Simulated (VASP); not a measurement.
**SbSe2: single point with PBE**

SbSe2:

```
Sb Se
1.0
     0.00000    3.45712    3.45712
     3.45712    0.00000    3.45712
     3.45712    3.45712    0.00000
Sb Se
1 2
Direct
  0.00000 0.00000 0.00000
  0.25000 0.25000 0.25000
  0.75000 0.75000 0.75000
```

```json
{
  "Program": "VASP 6.6.1",
  "Task": "single point",
  "Functional": "PBE",
  "Potentials or basis": "VASP PAW PBE potentials, release 64 (Sb, Se)",
  "Cutoff": "520 eV",
  "k mesh": "4 × 4 × 4",
  "Occupations": "gaussian, width 0.1 eV",
  "Spin": "no spin polarisation",
  "Dipole correction": "no",
  "Further INCAR settings": "ALGO = Normal; EDIFF = 1e-06; NBANDS = 16"
}
```

```
Pressure : -0.3 GPa
```

Levels at points of the mesh, in eV from the Fermi level:
| k point | band 6 | band 7 | band 8 | band 9 | band 10 | band 11 | band 12 | band 13 |
| --- | --- | --- | --- | --- | --- | --- | --- | --- |
| (0.00, 0.00, 0.00) | -2.69 | -1.99 | -1.99 | -1.99 | 1.52 | 1.52 | 1.52 | 5.77 |
| (0.50, 0.00, 0.00) | -2.97 | -1.92 | -1.92 | 0.36 | 2.96 | 2.96 | 3.85 | 6.73 |
| (0.50, 0.50, 0.00) | -1.88 | 0.22 | 0.22 | 0.77 | 1.11 | 3.85 | 3.85 | 6.14 |

Wall time 6 s on 1 thread of Intel(R) Xeon(R) 6975P-C (Granite Rapids), on a shared host, peak memory 0.2 GiB.

Caveat: the k points lie up to 0.39 Å⁻¹ apart; spin-orbit coupling is left out, which moves the levels of the heavy elements.
